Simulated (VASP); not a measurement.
# CoSn (P6/mmm) in VASP: notebook, part 2 of 2

VASP 6.6.1.

## (3) Relaxation of shape and atoms at fixed volume, PBEsol (17.38 Å³/atom)

Input file INCAR:

```
ALGO     = Fast           # electronic algorithm
EDIFF    = 1E-6           # SCF threshold, eV
EDIFFG   = -0.01          # ionic threshold
ENCUT    = 600            # plane-wave cutoff, eV
GGA      = PS             # functional
IBRION   = 2              # ionic algorithm
ISIF     = 4              # what is computed and relaxed
ISMEAR   = 0              # smearing method
LASPH    = T              # aspherical terms in the spheres
LCHARG   = F              # write CHGCAR
LREAL    = F              # projectors in reciprocal space
LWAVE    = F              # write WAVECAR
NELM     = 60             # most SCF steps
NSW      = 50             # ionic steps
PREC     = Accurate       # precision mode
SIGMA    = 0.1            # smearing width, eV
```

Input file KPOINTS:

```
k-points
0
Gamma
  12 12 8
```

Input file POSCAR:

```
CoSn
1.0
    5.3220891792      0.0000000000      0.0000000000
   -2.6610445896      4.6090644304      0.0000000000
    0.0000000000      0.0000000000      4.2502273858
Co Sn
3 3
Direct
    0.0000000000      0.5000000000      0.0000000000
    0.5000000000      0.5000000000      0.0000000000
    0.5000000000      0.0000000000      0.0000000000
    0.6666666667      0.3333333333      0.5000000000
    0.3333333333      0.6666666667      0.5000000000
    0.0000000000      0.0000000000      0.0000000000
```

Potentials or basis: VASP PAW PBE potentials, release 64 (Co, Sn_d).

Started as:

```sh
> cat potpaw_PBE.64/Co/POTCAR potpaw_PBE.64/Sn_d/POTCAR > POTCAR
> mpirun -np 1 vasp_std > vasp.out
```

OUTCAR:

```text
EDIFF = 1E-6
   EDIFFG = -0.01
   ENCUT = 600
   GGA = PS
   IBRION = 2
   ISIF = 4
   ISMEAR = 0
   LASPH = T
   LREAL = F
   NELM = 60
   NSW = 50
   PREC = Accurate

 ion  position               nearest neighbor table
   1  0.000  0.500  0.000-   4 2.62   5 2.62   4 2.62   5 2.62   2 2.66   2 2.66   6 2.66   6 2.66
                             3 2.66   3 2.66
   2  0.500  0.500  0.000-   4 2.62   5 2.62   4 2.62   5 2.62   1 2.66   1 2.66   6 2.66   3 2.66
                             3 2.66   6 2.66
   3  0.500  0.000  0.000-   4 2.62   5 2.62   4 2.62   5 2.62   6 2.66   6 2.66   1 2.66   2 2.66
                             2 2.66   1 2.66
   4  0.667  0.333  0.500-   1 2.62   1 2.62   3 2.62   3 2.62   2 2.62   2 2.62   5 3.07   5 3.07
                             5 3.07   6 3.74   6 3.74   6 3.74   6 3.74   6 3.74   6 3.74
   5  0.333  0.667  0.500-   1 2.62   1 2.62   3 2.62   3 2.62   2 2.62   2 2.62   4 3.07   4 3.07
                             4 3.07   6 3.74   6 3.74   6 3.74   6 3.74   6 3.74   6 3.74
   6  0.000  0.000  0.000-   3 2.66   3 2.66   1 2.66   1 2.66   2 2.66   2 2.66   5 3.74   4 3.74
                             5 3.74   4 3.74   4 3.74   5 3.74   5 3.74   4 3.74   5 3.74   5 3.74

  LATTYP: Found a hexagonal cell.
 ALAT       =     5.3220891792
 C/A-ratio  =     0.7986013091

  Lattice vectors:

[... 192 lines left out ...]
 cond. band min:       9.4082415681   @ k =   0.2500   0.0000   0.0000
 fundamental gap:      0.0489271368
 Fermi energy:         9.3780044722

 k-point     1 :       0.0000    0.0000    0.0000
  band No.  band energies     occupation
      1     -11.9930      2.00000
      2     -11.8828      2.00000
      3     -11.8828      2.00000
      4     -11.8510      2.00000
      5     -11.8510      2.00000
      6     -11.7541      2.00000
[... 1045 lines left out ...]
     40      12.7739      0.00000
     41      13.4949      0.00000

 [... further k-points ...]
[... 5 lines left out ...]
  --------------------------------------------------------------------------------------
  -------------------------------------------------------------------------------------
  Total       -4.7792353     -4.7792353     -4.8421646      0.0000000      0.0000000     -0.0000000
  in kB      -73.4449437    -73.4449437    -74.4120106      0.0000000      0.0000000     -0.0000000
  external PRESSURE =     -73.7672994 kB  Pullay stress =       0.0000000 kB

 VOLUME and BASIS-vectors are now :
 -----------------------------------------------------------------------------
  energy-cutoff  :      600.00
  volume of cell :      104.26
      direct lattice vectors                 reciprocal lattice vectors
     5.322089179  0.000000000  0.000000000     0.187896137  0.108481886  0.000000000
    -2.661044590  4.609064430  0.000000000     0.000000000  0.216963771  0.000000000
     0.000000000  0.000000000  4.250227386     0.000000000  0.000000000  0.235281529

 POSITION                                       TOTAL-FORCE (eV/Angst)
 -----------------------------------------------------------------------------------
     -1.33052      2.30453      0.00000        -0.000000      0.000000      0.000000
      1.33052      2.30453      0.00000        -0.000000      0.000000      0.000000
      2.66104      0.00000      0.00000         0.000000      0.000000      0.000000
      2.66104      1.53635      2.12511        -0.000000      0.000000      0.000000
     -0.00000      3.07271      2.12511        -0.000000      0.000000      0.000000
      0.00000      0.00000      0.00000        -0.000000      0.000000      0.000000
 -----------------------------------------------------------------------------------
    total drift:                               -0.000000      0.000000      0.000000

  FREE ENERGIE OF THE ION-ELECTRON SYSTEM (eV)
  ---------------------------------------------------
  free  energy   TOTEN  =       -36.8377306549 eV

  energy  without entropy=      -36.8243610334  energy(sigma->0) =      -36.83104584

 reached required accuracy - stopping structural energy minimisation
```

OSZICAR:

```text
N       E                     dE             d eps       ncg     rms          rms(c)
DAV:   1     0.716302970876E+03    0.71630E+03   -0.34906E+04  7830   0.288E+03
DAV:   2     0.704432267315E+02   -0.64586E+03   -0.63247E+03  7790   0.680E+02
DAV:   3    -0.342752250871E+02   -0.10472E+03   -0.10224E+03  7983   0.247E+02
DAV:   4    -0.397958235040E+02   -0.55206E+01   -0.54583E+01  9288   0.614E+01
DAV:   5    -0.399776967413E+02   -0.18187E+00   -0.18167E+00 10560   0.103E+01    0.157E+01
RMM:   6    -0.425107862764E+02   -0.25331E+01   -0.48803E+01  7807   0.496E+01    0.183E+01
RMM:   7    -0.371287085911E+02    0.53821E+01   -0.14858E+01  7941   0.313E+01    0.377E+00
RMM:   8    -0.368431855862E+02    0.28552E+00   -0.10599E+00  8197   0.529E+00    0.133E+00
RMM:   9    -0.368339213251E+02    0.92643E-02   -0.23758E-01 10032   0.317E+00    0.290E-01
RMM:  10    -0.368370895792E+02   -0.31683E-02   -0.49438E-02 10771   0.119E+00    0.171E-01
RMM:  11    -0.368376087462E+02   -0.51917E-03   -0.80252E-03 11719   0.489E-01    0.794E-02
RMM:  12    -0.368376993972E+02   -0.90651E-04   -0.16146E-03 12030   0.211E-01    0.321E-02
RMM:  13    -0.368377203741E+02   -0.20977E-04   -0.35545E-04 12576   0.971E-02    0.224E-02
RMM:  14    -0.368377283920E+02   -0.80178E-05   -0.94101E-05 11935   0.433E-02    0.663E-03
RMM:  15    -0.368377299427E+02   -0.15508E-05   -0.18796E-05  8505   0.269E-02    0.414E-03
RMM:  16    -0.368377306549E+02   -0.71218E-06   -0.91821E-06  6229   0.166E-02
   1 F= -.36837731E+02 E0= -.36831046E+02  d E =-.368377E+02
```

It took 15 min on 1 thread of Oxide Virtual Turin-like, shared host; peak memory 0.52 GiB.

Results:

```yaml
Free_energy: -36.8377 eV
Pressure_after_relaxing: -7.4 GPa
Band_gap_on_the_k_mesh: zero (an odd number of electrons rules out a gap without spin polarisation)
```

Final structure:
```
Co Sn
1.0
     5.32209    0.00000    0.00000
    -2.66104    4.60906    0.00000
     0.00000    0.00000    4.25023
Co Sn
3 3
Direct
  0.00000 0.50000 0.00000
  0.50000 0.50000 0.00000
  0.50000 0.00000 0.00000
  0.66667 0.33333 0.50000
  0.33333 0.66667 0.50000
  0.00000 0.00000 0.00000
```

Caveat: the relaxation stopped at its first step, so nothing moved; the PAW data sets were made with another functional, which shifts forces and pressure a little; spin-orbit coupling is left out, which moves the levels of the heavy elements; the run has no spin polarisation, though such a crystal can be magnetic. Spin polarisation is off, so any magnetic state and its effect on volume and gap are missing.
